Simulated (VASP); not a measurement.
# Mg4H in VASP: notebook, part 2 of 2

VASP 6.6.1.

**4. Single point, PBE**

Input file INCAR:

```
SYSTEM = Mg4H
  PREC = Accurate
  ENCUT = 520
  EDIFF = 1E-6
  ISMEAR = 0
  SIGMA = 0.1
  LREAL = .False.
  LASPH = .True.
  NELM = 60
  ALGO = Normal
  ISIF = 2
  LWAVE = .False.
  LCHARG = .False.
  LDIPOL = .True.
  IDIPOL = 3
  DIPOL = 0.5 0.5 0.292
  GGA = PE
  NBANDS = 20
```

Input file KPOINTS:

```
regular mesh
0
Gamma
  4 5 1
  0 0 0
```

Input file POSCAR:

```
Mg4H
1.0
    6.4201385733      0.0000000000      0.0000000000
    0.0000000000      5.1379129567      0.0000000000
    0.0000000000      0.0000000000     21.6644777330
Mg H
8 2
Direct
    0.0000000000      0.7500000000      0.1846340378
    0.5000000000      0.7500000000      0.1846340378
    0.2500000000      0.2500000000      0.2274076137
    0.7500000000      0.2500000000      0.2274076137
    0.2500000000      0.7500000000      0.3173234500
    0.7500000000      0.7500000000      0.3173234500
    0.0000000000      0.2500000000      0.3537808678
    0.5000000000      0.2500000000      0.3537808678
    0.6784283361      0.0833333333      0.3745521971
    0.8215716639      0.0833333333      0.3745521971
```

Potentials or basis: VASP PAW PBE potentials, release 64 (Mg, H).

Run with:

```console
cat potpaw_PBE.64/Mg/POTCAR potpaw_PBE.64/H/POTCAR > POTCAR
mpirun -np 1 vasp_std > vasp.out
```

OUTCAR:

```text
SYSTEM = Mg4H
   PREC = Accurate
   ENCUT = 520
   EDIFF = 1E-6
   ISMEAR = 0
   LREAL = .False.
   LASPH = .True.
   NELM = 60
   ISIF = 2
   GGA = PE

 ion  position               nearest neighbor table
   1  0.000  0.750  0.185-   3 3.17   4 3.17   3 3.17   4 3.17   2 3.21   2 3.21   6 3.29   5 3.29

   2  0.500  0.750  0.185-   3 3.17   4 3.17   3 3.17   4 3.17   1 3.21   1 3.21   6 3.29   5 3.29

   3  0.250  0.250  0.227-   1 3.17   2 3.17   1 3.17   2 3.17   7 3.17   8 3.17   4 3.21   4 3.21
                             5 3.22   5 3.22
   4  0.750  0.250  0.227-   1 3.17   2 3.17   1 3.17   2 3.17   7 3.17   8 3.17   3 3.21   3 3.21
                             6 3.22   6 3.22
   5  0.250  0.750  0.317-   7 3.13   8 3.13   7 3.13   8 3.13   6 3.21   6 3.21   3 3.22   3 3.22
                             1 3.29   2 3.29
   6  0.750  0.750  0.317-   9 2.16  10 2.16   7 3.13   8 3.13   7 3.13   8 3.13   5 3.21   5 3.21
                             4 3.22   4 3.22   1 3.29   2 3.29
   7  0.000  0.250  0.354-  10 1.50   6 3.13   5 3.13   5 3.13   6 3.13   4 3.17   3 3.17   8 3.21
                             8 3.21
[... 410 lines left out ...]

------------------------ aborting loop because EDIFF is reached ----------------------------------------

 vacuum level on the upper side and lower side of the slab       (xc-potential included)        -0.095        -0.035

  FORCE on cell =-STRESS in cart. coord.  units (eV):
  Direction    XX          YY          ZZ          XY          YZ          ZX
  --------------------------------------------------------------------------------------
  -------------------------------------------------------------------------------------
  Total        6.3565295      3.2342733      1.0002507      0.0000000     -2.3049771      0.0000000
  in kB       14.2511950      7.2511675      2.2425393      0.0000000     -5.1677063      0.0000000
  external PRESSURE =       7.9149673 kB  Pullay stress =       0.0000000 kB

 VOLUME and BASIS-vectors are now :
 -----------------------------------------------------------------------------
  energy-cutoff  :      520.00
  volume of cell :      714.63
      direct lattice vectors                 reciprocal lattice vectors
     6.420138573  0.000000000  0.000000000     0.155759878  0.000000000  0.000000000
     0.000000000  5.137912957  0.000000000     0.000000000  0.194631557  0.000000000
     0.000000000  0.000000000 21.664477733     0.000000000  0.000000000  0.046158509

 POSITION                                       TOTAL-FORCE (eV/Angst)
 -----------------------------------------------------------------------------------
      0.00000      3.85343      4.00000        -0.050267      0.084005      0.184195
      3.21007      3.85343      4.00000         0.050267      0.084005      0.184195
      1.60503      1.28448      4.92667         0.000000     -0.071213     -0.114173
      4.81510      1.28448      4.92667         0.000000     -0.064496     -0.236477
      1.60503      3.85343      6.87465         0.000000      0.027444      0.019966
      4.81510      3.85343      6.87465         0.000000     -0.166154     -0.180705
      0.00000      1.28448      7.66448         3.345769      2.464521     -1.364329
      3.21007      1.28448      7.66448        -3.345769      2.464521     -1.364329
      4.35560      0.42816      8.11448         1.744147     -2.411317      1.435828
      5.27460      0.42816      8.11448        -1.744147     -2.411317      1.435828
 -----------------------------------------------------------------------------------
    total drift:                                0.000000      0.000071      0.000173

  FREE ENERGIE OF THE ION-ELECTRON SYSTEM (eV)
  ---------------------------------------------------
  free  energy   TOTEN  =       -13.3764436663 eV

  energy  without entropy=      -13.3497875201  energy(sigma->0) =      -13.36311559

 vacuum level on the upper side and lower side of the slab         1.631         1.690
```

Run time: 4.4 min. Hardware: 1 thread of Oxide Virtual Turin-like, shared host; peak memory 0.61 GiB.

What came out:

```yaml
Free_energy: -13.3764 eV
Largest_force: 4.374 eV/Å
Band_gap_on_the_k_mesh: zero (bands 9 and 10 overlap by 0.42 eV)
```

Forces in eV/Å, atoms in the order of the input:
```
Mg  -0.050  0.084  0.184
Mg   0.050  0.084  0.184
Mg   0.000 -0.071 -0.114
Mg   0.000 -0.064 -0.236
Mg   0.000  0.027  0.020
Mg   0.000 -0.166 -0.181
Mg   3.346  2.465 -1.364
Mg  -3.346  2.465 -1.364
H    1.744 -2.411  1.436
H   -1.744 -2.411  1.436
```

Levels at points of the mesh, in eV from the Fermi level:
| k point | band 6 | band 7 | band 8 | band 9 | band 10 | band 11 | band 12 | band 13 |
| --- | --- | --- | --- | --- | --- | --- | --- | --- |
| (0.00, 0.00, 0.00) | -1.11 | -1.02 | -0.84 | -0.28 | 0.27 | 1.16 | 1.38 | 1.48 |
| (0.50, 0.00, 0.00) | -0.65 | -0.27 | -0.12 | 0.34 | 0.64 | 0.79 | 0.93 | 1.53 |

**5. Single point, PBE**

Input file INCAR:

```
SYSTEM = Mg4H
ALGO = Normal ; DIPOL = 0.5 0.5 0.297
EDIFF = 1E-7 ; ENCUT = 520
GGA = PE ; IDIPOL = 3
ISIF = 2 ; ISMEAR = 0
LASPH = .True. ; LCHARG = .False.
LDIPOL = .True. ; LREAL = .False.
LWAVE = .False. ; NBANDS = 20
NELM = 60 ; PREC = Accurate
SIGMA = 0.1
```

Input file KPOINTS:

```
k-points
0
Gamma
  4 5 1
  0 0 0
```

Changes to POSCAR since step 4:

```diff
@@ -16,3 +16,3 @@
     0.5000000000      0.2500000000      0.3537808678
-    0.6784283361      0.0833333333      0.3745521971
-    0.8215716639      0.0833333333      0.3745521971
+    0.6784283361      0.0833333333      0.4040936431
+    0.8215716639      0.0833333333      0.4040936431
```

Run with:

```console
cat potpaw_PBE.64/Mg/POTCAR potpaw_PBE.64/H/POTCAR > POTCAR
mpirun -np 1 vasp_std > vasp.out
```

Run time: 4.3 min. Hardware: 1 thread of Oxide Virtual Turin-like, shared host; peak memory 0.62 GiB.

It converged, with:

* Free energy: -14.9041 eV
* Largest force: 1.324 eV/Å
* Band gap on the k mesh: zero (bands 9 and 10 overlap by 0.54 eV)

Forces in eV/Å, atoms in the order of the input:
```
Mg   0.073  0.051  0.201
Mg  -0.073  0.051  0.201
Mg   0.000 -0.019 -0.166
Mg   0.000 -0.084 -0.054
Mg   0.000  0.038  0.023
Mg   0.000 -0.132 -0.158
Mg   0.899  0.616 -0.752
Mg  -0.899  0.616 -0.752
H    0.862 -0.568  0.728
H   -0.862 -0.568  0.728
```

Levels at points of the mesh, in eV from the Fermi level:
| k point | band 6 | band 7 | band 8 | band 9 | band 10 | band 11 | band 12 | band 13 |
| --- | --- | --- | --- | --- | --- | --- | --- | --- |
| (0.00, 0.00, 0.00) | -0.96 | -0.84 | -0.80 | -0.23 | 0.03 | 1.08 | 1.27 | 1.61 |
| (0.50, 0.00, 0.00) | -0.61 | -0.10 | -0.03 | 0.48 | 0.68 | 0.84 | 1.12 | 1.55 |

**6. Single point, PBE**

Input file INCAR:

```
PREC = Accurate ; ENCUT = 520
EDIFF = 1E-7 ; ISMEAR = 0
SIGMA = 0.1 ; LREAL = F
LASPH = T ; NELM = 100
ALGO = Normal ; ISIF = 2
LWAVE = F ; LCHARG = F
LDIPOL = T ; IDIPOL = 3
DIPOL = 0.5 0.5 0.303 ; GGA = PE
NBANDS = 20
```

Input file KPOINTS:

```
regular mesh
0
Gamma
  4 5 1
```

Changes to POSCAR since step 5:

```diff
@@ -16,3 +16,3 @@
     0.5000000000      0.2500000000      0.3537808678
-    0.6784283361      0.0833333333      0.4040936431
-    0.8215716639      0.0833333333      0.4040936431
+    0.6784283361      0.0833333333      0.4336350891
+    0.8215716639      0.0833333333      0.4336350891
```

Potentials or basis: VASP PAW PBE potentials, release 64 (Mg, H).

Run with:

```console
cat potpaw_PBE.64/Mg/POTCAR potpaw_PBE.64/H/POTCAR > POTCAR
mpirun -np 1 vasp_std > vasp.out
```

It took 4.6 min on 1 thread of Oxide Virtual Turin-like, shared host; peak memory 0.61 GiB.

The run converged. Its results:

```yaml
Free_energy: -15.4407 eV
Largest_force: 2.305 eV/Å
Band_gap_on_the_k_mesh: zero (bands 9 and 10 overlap by 0.47 eV)
```

Forces on the atoms (eV/Å):
```
Mg   0.146 -0.003  0.181
Mg  -0.146 -0.003  0.181
Mg   0.000  0.061 -0.212
Mg   0.000 -0.049 -0.005
Mg   0.000  0.036  0.046
Mg   0.000 -0.092 -0.161
Mg   0.238  0.106 -0.262
Mg  -0.238  0.106 -0.262
H    2.290 -0.080  0.247
H   -2.290 -0.080  0.247
```

Levels at points of the mesh, in eV from the Fermi level:
| k point | band 6 | band 7 | band 8 | band 9 | band 10 | band 11 | band 12 | band 13 |
| --- | --- | --- | --- | --- | --- | --- | --- | --- |
| (0.00, 0.00, 0.00) | -0.86 | -0.74 | -0.52 | -0.33 | -0.09 | 1.13 | 1.43 | 1.72 |
| (0.50, 0.00, 0.00) | -0.46 | 0.01 | 0.06 | 0.37 | 0.73 | 0.75 | 1.42 | 1.64 |

**7. Single point, PBE**

Input file INCAR:

```
SYSTEM = Mg4H
ALGO     = Normal         ! electronic algorithm
DIPOL    = 0.5 0.5 0.311
EDIFF    = 1E-6           ! SCF threshold, eV
ENCUT    = 520            ! plane-wave cutoff, eV
GGA      = PE             ! functional
IDIPOL   = 3            
ISIF     = 2              ! what is computed and relaxed
ISMEAR   = 0              ! smearing method
LASPH    = .True.         ! aspherical terms in the spheres
LCHARG   = .False.        ! write CHGCAR
LDIPOL   = .True.       
LREAL    = .False.        ! projectors in reciprocal space
LWAVE    = .False.        ! write WAVECAR
NBANDS   = 20             ! bands
NELM     = 80             ! most SCF steps
PREC     = Accurate       ! precision mode
SIGMA    = 0.1            ! smearing width, eV
```

Input file KPOINTS:

```
k-points
0
Gamma
  4 5 1
  0 0 0
```

Changes to POSCAR since step 6:

```diff
@@ -16,3 +16,3 @@
     0.5000000000      0.2500000000      0.3537808678
-    0.6784283361      0.0833333333      0.4336350891
-    0.8215716639      0.0833333333      0.4336350891
+    0.6784283361      0.0833333333      0.4737929924
+    0.8215716639      0.0833333333      0.4737929924
```

Potentials or basis: VASP PAW PBE potentials, release 64 (Mg, H).

Run with:

```console
cat potpaw_PBE.64/Mg/POTCAR potpaw_PBE.64/H/POTCAR > POTCAR
mpirun -np 1 vasp_std > vasp.out
```

OUTCAR:

```text
SYSTEM = Mg4H
   EDIFF = 1E-6
   ENCUT = 520
   GGA = PE
   ISIF = 2
   ISMEAR = 0
   LASPH = .True.
   LREAL = .False.
   NELM = 80
   PREC = Accurate

 ion  position               nearest neighbor table
   1  0.000  0.750  0.185-   3 3.17   4 3.17   3 3.17   4 3.17   2 3.21   2 3.21   6 3.29   5 3.29

   2  0.500  0.750  0.185-   3 3.17   4 3.17   3 3.17   4 3.17   1 3.21   1 3.21   6 3.29   5 3.29

   3  0.250  0.250  0.227-   1 3.17   2 3.17   1 3.17   2 3.17   7 3.17   8 3.17   4 3.21   4 3.21
                             5 3.22   5 3.22
[... 428 lines left out ...]

 VOLUME and BASIS-vectors are now :
 -----------------------------------------------------------------------------
  energy-cutoff  :      520.00
  volume of cell :      714.63
      direct lattice vectors                 reciprocal lattice vectors
     6.420138573  0.000000000  0.000000000     0.155759878  0.000000000  0.000000000
     0.000000000  5.137912957  0.000000000     0.000000000  0.194631557  0.000000000
     0.000000000  0.000000000 21.664477733     0.000000000  0.000000000  0.046158509

 POSITION                                       TOTAL-FORCE (eV/Angst)
 -----------------------------------------------------------------------------------
      0.00000      3.85343      4.00000         0.093310     -0.004253      0.196657
      3.21007      3.85343      4.00000        -0.093310     -0.004253      0.196657
      1.60503      1.28448      4.92667         0.000000      0.021527     -0.164853
      4.81510      1.28448      4.92667         0.000000     -0.019261     -0.085841
      1.60503      3.85343      6.87465         0.000000      0.012782      0.022610
      4.81510      3.85343      6.87465         0.000000     -0.019857     -0.067163
      0.00000      1.28448      7.66448         0.110448      0.020366     -0.129610
      3.21007      1.28448      7.66448        -0.110448      0.020366     -0.129610
      4.35560      0.42816     10.26448         3.327626     -0.013708      0.080577
      5.27460      0.42816     10.26448        -3.327626     -0.013708      0.080577
 -----------------------------------------------------------------------------------
    total drift:                               -0.000000      0.000027      0.000089

  FREE ENERGIE OF THE ION-ELECTRON SYSTEM (eV)
  ---------------------------------------------------
  free  energy   TOTEN  =       -15.6954418880 eV

  energy  without entropy=      -15.6608728255  energy(sigma->0) =      -15.67815736

 vacuum level on the upper side and lower side of the slab         1.633         1.746
```

stdout:

```text
POSCAR found type information on POSCAR MgH
 POSCAR found :  2 types and      10 ions
 scaLAPACK will be used
 LDA part: xc-table for (Slater+PW92), standard interpolation
 POSCAR, INCAR and KPOINTS ok, starting setup
 FFT: planning ... GRIDC
 FFT: planning ... GRID_SOFT
 FFT: planning ... GRID
 WAVECAR not read
 entering main loop
```

Run time: 4 min. Hardware: 1 thread of Oxide Virtual Turin-like, shared host; peak memory 0.61 GiB.

What came out:

| Quantity | Value |
| --- | --- |
| Free energy | -15.6954 eV |
| Largest force | 3.329 eV/Å |
| Band gap on the k mesh | zero (bands 9 and 10 overlap by 0.22 eV) |

Forces on the atoms (eV/Å):
```
Mg   0.093 -0.004  0.197
Mg  -0.093 -0.004  0.197
Mg   0.000  0.022 -0.165
Mg   0.000 -0.019 -0.086
Mg   0.000  0.013  0.023
Mg   0.000 -0.020 -0.067
Mg   0.110  0.020 -0.130
Mg  -0.110  0.020 -0.130
H    3.328 -0.014  0.081
H   -3.328 -0.014  0.081
```

Levels at points of the mesh, in eV from the Fermi level:
| k point | band 5 | band 6 | band 7 | band 8 | band 9 | band 10 | band 11 | band 12 | band 13 | band 14 |
| --- | --- | --- | --- | --- | --- | --- | --- | --- | --- | --- |
| (0.00, 0.00, 0.00) | -2.36 | -0.92 | -0.74 | -0.50 | -0.25 | -0.06 | 1.19 | 1.68 | 1.95 | 2.15 |
| (0.50, 0.00, 0.00) | -2.92 | -0.27 | -0.01 | 0.09 | 0.10 | 0.76 | 0.79 | 1.66 | 1.70 | 1.88 |

**8. The runs side by side**

| cell | gap on the mesh (eV) | largest force (eV/Å) |
| --- | --- | --- |
| as given, atomic positions A | none | 4.92 |
| as given, atomic positions B | none | 4.88 |
| as given, atomic positions C | none | 4.37 |
| as given, atomic positions D | none | 1.32 |
| as given, atomic positions E | none | 2.31 |
| as given, atomic positions F | none | 3.33 |

Alike in all rows: task single point; level PBE; potentials or basis VASP PAW PBE potentials, release 64 (Mg, H); no spin polarisation; k mesh 4 × 5 × 1; cutoff (eV) 520; smearing gaussian 0.1 eV.

Total energies depend on the potentials used, so only differences within one code and one set of settings carry meaning.
